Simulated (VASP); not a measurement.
# SrInH3 (Pm-3m) in VASP: notebook, part 2 of 2

VASP 6.6.1. Earlier steps stand in the parts before.

### 5 Single point, PBE

This run uses another cell than the first one, of 20.27 Å³/atom, 1.209 times its volume.

The input, INCAR:

```
PREC = Accurate
ENCUT = 520
EDIFF = 1E-6
ISMEAR = 0
SIGMA = 0.02
LREAL = False
LASPH = True
NELM = 80
ALGO = Normal
ISIF = 2
LWAVE = False
LCHARG = False
GGA = PE
NBANDS = 21
```

The input, KPOINTS:

```
regular mesh
0
Gamma
  8 8 8
```

The input, POSCAR:

```
SrInH3
1.0
    4.6620117892      0.0000000000      0.0000000000
    0.0000000000      4.6620117892      0.0000000000
    0.0000000000      0.0000000000      4.6620117892
Sr In H
1 1 3
Direct
    0.5000000000      0.5000000000      0.5000000000
    0.0000000000      0.0000000000      0.0000000000
    0.5000000000      0.5000000000      0.0000000000
    0.5000000000      0.0000000000      0.5000000000
    0.0000000000      0.5000000000      0.5000000000
```

Potentials or basis: VASP PAW PBE potentials, release 64 (Sr_sv, In_d, H).

The run is started by

```sh
$ cat potpaw_PBE.64/Sr_sv/POTCAR potpaw_PBE.64/In_d/POTCAR potpaw_PBE.64/H/POTCAR > POTCAR
$ mpirun -np 1 vasp_std > vasp.out
```

OUTCAR:

```text
PREC = Accurate
   ENCUT = 520
   EDIFF = 1E-6
   ISMEAR = 0
   LREAL = False
   LASPH = True
   NELM = 80
   ISIF = 2
   GGA = PE

 ion  position               nearest neighbor table
   1  0.500  0.500  0.500-   3 2.33   4 2.33   5 2.33   3 2.33   4 2.33   5 2.33   2 4.04   2 4.04
                             2 4.04   2 4.04   2 4.04   2 4.04   2 4.04   2 4.04
   2  0.000  0.000  0.000-   1 4.04   1 4.04   1 4.04   1 4.04   1 4.04   1 4.04   1 4.04   1 4.04

   3  0.500  0.500  0.000-   1 2.33   1 2.33
   4  0.500  0.000  0.500-   1 2.33   1 2.33
   5  0.000  0.500  0.500-   1 2.33   1 2.33

  LATTYP: Found a simple cubic cell.
 ALAT       =     4.6620117892

  Lattice vectors:

 A1 = (   4.6620117892,   0.0000000000,   0.0000000000)
 A2 = (   0.0000000000,   4.6620117892,   0.0000000000)
 A3 = (   0.0000000000,   0.0000000000,   4.6620117892)

Analysis of symmetry for initial positions (statically):
=====================================================================
 Subroutine PRICEL returns:
 Original cell was already a primitive cell.

 Routine SETGRP: Setting up the symmetry group for a
 simple cubic supercell.

 Subroutine GETGRP returns: Found 48 space group operations
 (whereof 48 operations were pure point group operations)
 out of a pool of 48 trial point group operations.

The static configuration has the point symmetry O_h .

Analysis of symmetry for dynamics (positions and initial velocities):
=====================================================================
 Subroutine PRICEL returns:
 Original cell was already a primitive cell.

 Routine SETGRP: Setting up the symmetry group for a
 simple cubic supercell.

 Subroutine GETGRP returns: Found 48 space group operations
 (whereof 48 operations were pure point group operations)
 out of a pool of 48 trial point group operations.

The dynamic configuration has the point symmetry O_h .

 Subroutine INISYM returns: Found 48 space group operations
 (whereof 48 operations are pure point group operations),
 and found     1 'primitive' translations

----------------------------------------------------------------------------------------

                                     Primitive cell

  volume of cell :     101.3258

  direct lattice vectors                    reciprocal lattice vectors
     4.662011789  0.000000000  0.000000000     0.214499672  0.000000000  0.000000000
     0.000000000  4.662011789  0.000000000     0.000000000  0.214499672  0.000000000
     0.000000000  0.000000000  4.662011789     0.000000000  0.000000000  0.214499672

  length of vectors
     4.662011789  4.662011789  4.662011789     0.214499672  0.214499672  0.214499672

  position of ions in fractional coordinates (direct lattice)
     0.500000000  0.500000000  0.500000000
     0.000000000  0.000000000  0.000000000
     0.500000000  0.500000000  0.000000000
     0.500000000  0.000000000  0.500000000
     0.000000000  0.500000000  0.500000000

  ion indices of the primitive-cell ions
   primitive index   ion index
                 1           1
                 2           2
                 3           3
                 4           4
                 5           5

[... 25 lines left out ...]

 Following reciprocal coordinates:
            Coordinates               Weight
  0.000000  0.000000  0.000000      1.000000
  0.125000  0.000000  0.000000      6.000000
  0.250000  0.000000  0.000000      6.000000
  0.375000  0.000000  0.000000      6.000000
  0.500000  0.000000  0.000000      3.000000
  0.125000  0.125000  0.000000     12.000000
[... 16 lines left out ...]
  0.375000  0.375000  0.125000     24.000000
  0.500000  0.375000  0.125000     24.000000
 [... further k-points ...]
   k-points           NKPTS =     35   k-points in BZ     NKDIM =     35   number of bands    NBANDS=     21
   number of dos      NEDOS =    301   number of ions     NIONS =      5
   total plane-waves  NPLWV =  46656
   dimension x,y,z NGX =    36 NGY =   36 NGZ =   36
   dimension x,y,z NGXF=    72 NGYF=   72 NGZF=   72
   ions per type =               1   1   3
   NGX,Y,Z   is equivalent  to a cutoff of  12.84, 12.84, 12.84 a.u.
   NGXF,Y,Z  is equivalent  to a cutoff of  25.67, 25.67, 25.67 a.u.
 SYSTEM =  unknown system
   PREC   = accura    normal or accurate (medium, high low for compatibility)
   ISTART =      0    job   : 0-new  1-cont  2-samecut
   ICHARG =      2    charge: 1-file 2-atom 10-const
   ISPIN  =      1    spin polarized calculation?
   LNONCOLLINEAR =      F non collinear calculations
   LSORBIT =      F    spin-orbit coupling
   LASPH  =      T    aspherical Exc in radial PAW
   ENCUT  =  520.0 eV  38.22 Ry    6.18 a.u.   8.67  8.67  8.67*2*pi/ulx,y,z
   NELM   =     80;   NELMIN=  2; NELMDL= -5     # of ELM steps
   EDIFF  = 0.1E-05   stopping-criterion for ELM
   LREAL  =      F    real-space projection
   EDIFFG = 0.1E-04   stopping-criterion for IOM
   NSW    =      0    number of steps for IOM
   IBRION =     -1    ionic relax: 0-MD 1-quasi-New 2-CG
   NFREE  =      0    steps in history (QN), initial steepest desc. (CG)
   ISIF   =      2    stress and relaxation
   ISYM   =      2    0-nonsym 1-usesym 2-fastsym
   POTIM  = 0.5000    time-step for ionic-motion
   TEBEG  =    0.0;   TEEND  =   0.0 temperature during run
   PSTRESS=    0.0 pullay stress
   NELECT =      26.0000    total number of electrons
   NUPDOWN=      -1.0000    fix difference up-down
   EMIN   =  10.00;   EMAX   =-10.00  energy-range for DOS
   EFERMI =   0.00;   METHOD = LEGACY
   ISMEAR =     0;   SIGMA  =   0.02  broadening in eV -4-tet -1-fermi 0-gaus
   EFERMI_NEDOS =   21; number of points for ismear=-14 and -15
   IALGO  =     38    algorithm
   IMIX   =      4    mixing-type and parameters
     AMIX     =   0.40;   BMIX     =  1.00
     AMIX_MAG =   1.60;   BMIX_MAG =  1.00
  volume/ion in A,a.u.               =      20.27       136.76
  Fermi-wavevector in a.u.,A,eV,Ry     =   1.040302  1.965885 14.724597  1.082227
  Thomas-Fermi vector in A             =   2.174871
   LORBIT       =      0    0 simple, 1 ext, 2 COOP (PROOUT), +10 PAW based schemes
   GGA     = PE    functional components
   LHFCALC =     F    Hartree Fock is set to
   AEXX    =    0.0000 exact exchange contribution
   IVDW    =     0    specifies the selected vdW correction
   LEPSILON=     F    determine dielectric tensor
   LRPA    =     F    only Hartree local field effects (RPA)
 non-spin polarized calculation
 Gauss-broadening in eV      SIGMA  =   0.02
  energy-cutoff  :      520.00
  volume of cell :      101.33
 maximum number of plane-waves:      2800
 NGX is ok and might be reduce to    36
   NGX = 17   NGY = 17   NGZ = 17

 number of electron      25.9999991 magnetization

 Free energy of the ion-electron system (eV)
  ---------------------------------------------------
  ext. energy  EPLUGINS =         0.00000000
  ---------------------------------------------------
  free energy    TOTEN  =       -14.04288432 eV

  energy without entropy =      -14.04288432  energy(sigma->0) =      -14.04288432

 E-fermi :   1.1468     XC(G=0):  -7.9731

 val. band max:        0.9859332354   @ k =   0.5000   0.0000   0.0000
 cond. band min:       1.3444121862   @ k =   0.5000   0.5000   0.5000
 fundamental gap:      0.3584789508
 Fermi energy:         1.1467651059

 k-point     1 :       0.0000    0.0000    0.0000
  band No.  band energies     occupation
      1     -32.6998      2.00000
      2     -14.7518      2.00000
      3     -14.7518      2.00000
      4     -14.7518      2.00000
      5     -13.3796      2.00000
      6     -13.3796      2.00000
[... 565 lines left out ...]
     20       7.2138      0.00000
     21       7.6576      0.00000

 [... further k-points ...]

------------------------ aborting loop because EDIFF is reached ----------------------------------------

  FORCE on cell =-STRESS in cart. coord.  units (eV):
  Direction    XX          YY          ZZ          XY          YZ          ZX
  --------------------------------------------------------------------------------------
  -------------------------------------------------------------------------------------
  Total        0.0117360      0.0117360      0.0117360      0.0000000     -0.0000000      0.0000000
  in kB        0.1855712      0.1855712      0.1855712      0.0000000     -0.0000000      0.0000000
  external PRESSURE =       0.1855712 kB  Pullay stress =       0.0000000 kB

 VOLUME and BASIS-vectors are now :
 -----------------------------------------------------------------------------
  energy-cutoff  :      520.00
  volume of cell :      101.33
      direct lattice vectors                 reciprocal lattice vectors
     4.662011789  0.000000000  0.000000000     0.214499672  0.000000000  0.000000000
     0.000000000  4.662011789  0.000000000     0.000000000  0.214499672  0.000000000
     0.000000000  0.000000000  4.662011789     0.000000000  0.000000000  0.214499672

 POSITION                                       TOTAL-FORCE (eV/Angst)
 -----------------------------------------------------------------------------------
      2.33101      2.33101      2.33101         0.000000      0.000000      0.000000
      0.00000      0.00000      0.00000         0.000000      0.000000      0.000000
      2.33101      2.33101      0.00000         0.000000      0.000000      0.000000
      2.33101      0.00000      2.33101         0.000000      0.000000      0.000000
      0.00000      2.33101      2.33101         0.000000      0.000000      0.000000
 -----------------------------------------------------------------------------------
    total drift:                                0.000000      0.000000      0.000000

  FREE ENERGIE OF THE ION-ELECTRON SYSTEM (eV)
  ---------------------------------------------------
  free  energy   TOTEN  =       -14.0428843174 eV

  energy  without entropy=      -14.0428843174  energy(sigma->0) =      -14.04288432
```

OSZICAR:

```text
N       E                     dE             d eps       ncg     rms          rms(c)
DAV:   1     0.193680112659E+03    0.19368E+03   -0.11808E+04  1470   0.121E+03
DAV:   2     0.222276499630E+01   -0.19146E+03   -0.18394E+03  1543   0.322E+02
DAV:   3    -0.149606992937E+02   -0.17183E+02   -0.17057E+02  2177   0.950E+01
DAV:   4    -0.162304108789E+02   -0.12697E+01   -0.12632E+01  2319   0.171E+01
DAV:   5    -0.162709820391E+02   -0.40571E-01   -0.40563E-01  2022   0.270E+00    0.222E+01
DAV:   6    -0.144169227143E+02    0.18541E+01   -0.22009E+00  1817   0.702E+00    0.130E+01
DAV:   7    -0.140750487311E+02    0.34187E+00   -0.36321E+00  1867   0.600E+00    0.207E+00
DAV:   8    -0.140853052568E+02   -0.10257E-01   -0.10559E+00  1727   0.437E+00    0.175E+00
DAV:   9    -0.140417085112E+02    0.43597E-01   -0.16015E-01  1736   0.173E+00    0.365E-01
DAV:  10    -0.140425706430E+02   -0.86213E-03   -0.16175E-02  1885   0.505E-01    0.329E-01
DAV:  11    -0.140428536185E+02   -0.28298E-03   -0.18001E-03  1827   0.279E-01    0.704E-02
DAV:  12    -0.140428750658E+02   -0.21447E-04   -0.12149E-04  2029   0.613E-02    0.460E-02
DAV:  13    -0.140428854269E+02   -0.10361E-04   -0.52198E-05  1732   0.444E-02    0.159E-02
DAV:  14    -0.140428844107E+02    0.10163E-05   -0.11315E-05  1560   0.126E-02    0.100E-02
DAV:  15    -0.140428843174E+02    0.93288E-07   -0.11826E-06  1178   0.700E-03
   1 F= -.14042884E+02 E0= -.14042884E+02  d E =-.544110E-32
```

Wall time 2.1 min (1 thread of Intel Xeon 6975P-C, shared host); peak memory 0.26 GiB.

Results:

```yaml
Free_energy: -14.0429 eV
Pressure: 0.0 GPa
Band_gap_on_the_k_mesh: 0.36 eV, indirect (least direct gap 1.23 eV)
```

Caveat: spin-orbit coupling is left out, which moves the levels of the heavy elements. A k mesh can miss the band edges.

### 6 Relaxation of cell and atoms, PBE

This run uses another cell than the first one, of 20.17 Å³/atom, 1.204 times its volume.

The input, INCAR:

```
  PREC = Accurate
  ENCUT = 600
  EDIFF = 1E-6
  ISMEAR = 0
  SIGMA = 0.02
  LREAL = F
  LASPH = T
  NELM = 80
  ALGO = Normal
  ISIF = 3
  LWAVE = F
  LCHARG = F
  GGA = PE
  IBRION = 2
  NSW = 100
  EDIFFG = -0.01
```

KPOINTS is that of step 5.

POSCAR: that of step 5 with these lines changed.

```diff
@@ -2,5 +2,5 @@
 1.0
-    4.6620117892      0.0000000000      0.0000000000
-    0.0000000000      4.6620117892      0.0000000000
-    0.0000000000      0.0000000000      4.6620117892
+    4.6544572324      0.0000000000      0.0000000000
+    0.0000000000      4.6544572324      0.0000000000
+    0.0000000000      0.0000000000      4.6544572324
 Sr In H
```

Potentials or basis: VASP PAW PBE potentials, release 64 (Sr_sv, In_d, H).

The run is started by

```sh
$ cat potpaw_PBE.64/Sr_sv/POTCAR potpaw_PBE.64/In_d/POTCAR potpaw_PBE.64/H/POTCAR > POTCAR
$ mpirun -np 1 vasp_std > vasp.out
```

Run time: 5.2 min. Hardware: 1 thread of Intel Xeon 6975P-C, shared host; peak memory 0.31 GiB.

It converged, with:

* Free energy: -14.0437 eV
* Relaxed volume: 20.37 Å³/atom
* Relaxed cell: a = 4.670 Å, b = 4.670 Å, c = 4.670 Å, α = 90.00°, β = 90.00°, γ = 90.00°
* Space group after relaxing (to 0.05 Å): Pm-3m (No. 221)
* Energy gained by relaxing: 0.1 meV/atom
* Ionic steps: 3
* Pressure after relaxing: 0.0 GPa
* Band gap on the k mesh: 0.38 eV, indirect (least direct gap 1.24 eV)

Step by step:
| step | energy change (eV) | largest force (eV/Å) | pressure (GPa) | volume (Å³) |
| --- | --- | --- | --- | --- |
| 1 | 0.0000 | 0.0000 | 0.17 | 100.83 |
| 2 | -0.0003 | 0.0000 | 0.12 | 101.15 |
| 3 | -0.0004 | 0.0000 | -0.04 | 101.87 |

Final structure:
```cif
data_structure
_symmetry_space_group_name_H-M 'P 1'
_symmetry_Int_Tables_number 1
_cell_length_a 4.6703
_cell_length_b 4.6703
_cell_length_c 4.6703
_cell_angle_alpha 90.000
_cell_angle_beta 90.000
_cell_angle_gamma 90.000
_cell_volume 101.87
loop_
_atom_site_label
_atom_site_type_symbol
_atom_site_fract_x
_atom_site_fract_y
_atom_site_fract_z
_atom_site_occupancy
Sr1 Sr 0.50000 0.50000 0.50000 1
In1 In 0.00000 0.00000 0.00000 1
H1 H 0.50000 0.50000 0.00000 1
H2 H 0.50000 0.00000 0.50000 1
H3 H 0.00000 0.50000 0.50000 1
```

Levels at points of the mesh, in eV from the valence-band top:
| k point | band 11 | band 12 | band 13 | band 14 | band 15 | band 16 |
| --- | --- | --- | --- | --- | --- | --- |
| (0.00, 0.00, 0.00) | -1.70 | -1.70 | -0.44 | 2.61 | 2.61 | 2.61 |
| (0.50, 0.00, 0.00) | -3.34 | -1.58 | 0.00 | 2.52 | 2.52 | 3.88 |
| (0.50, 0.50, 0.00) | -2.15 | -1.63 | -1.63 | 2.91 | 2.91 | 3.72 |
| (0.50, 0.50, 0.50) | -0.86 | -0.86 | -0.86 | 0.38 | 0.38 | 0.38 |

Caveat: spin-orbit coupling is left out, which moves the levels of the heavy elements. A k mesh can miss the band edges.

### 7 The runs side by side

| task | cell | k mesh | cutoff (eV) | smearing | gap on the mesh (eV) | pressure (GPa) | relaxed volume (Å³/atom) |
| --- | --- | --- | --- | --- | --- | --- | --- |
| single point | a = 4.376 Å, 5 atoms | 4 × 4 × 4 | 520 | gaussian 0.1 eV | none | 5.1 | - |
| single point | a = 4.654 Å, 5 atoms | 4 × 4 × 4 | 520 | gaussian 0.1 eV | 0.34 | 0.1 | - |
| relaxation of cell and atoms | relaxed from a = 4.376 Å, 5 atoms | 4 × 4 × 4 | 600 | gaussian 0.1 eV | 0.38 | 0.0 | 20.37 |
| single point | a = 4.662 Å, 5 atoms | 8 × 8 × 8 | 520 | gaussian 0.02 eV | 0.36 | 0.0 | - |
| relaxation of cell and atoms | relaxed from a = 4.654 Å, 5 atoms | 8 × 8 × 8 | 600 | gaussian 0.02 eV | 0.38 | 0.0 | 20.37 |

Alike in all rows: level PBE; potentials or basis VASP PAW PBE potentials, release 64 (Sr_sv, In_d, H); no spin polarisation.

Caveats: spin-orbit coupling is left out, which moves the levels of the heavy elements; the volume moved by over 15 % at a fixed basis, so the end points are rough (some runs).

Total energies depend on the potentials used, so only differences within one code and one set of settings carry meaning.
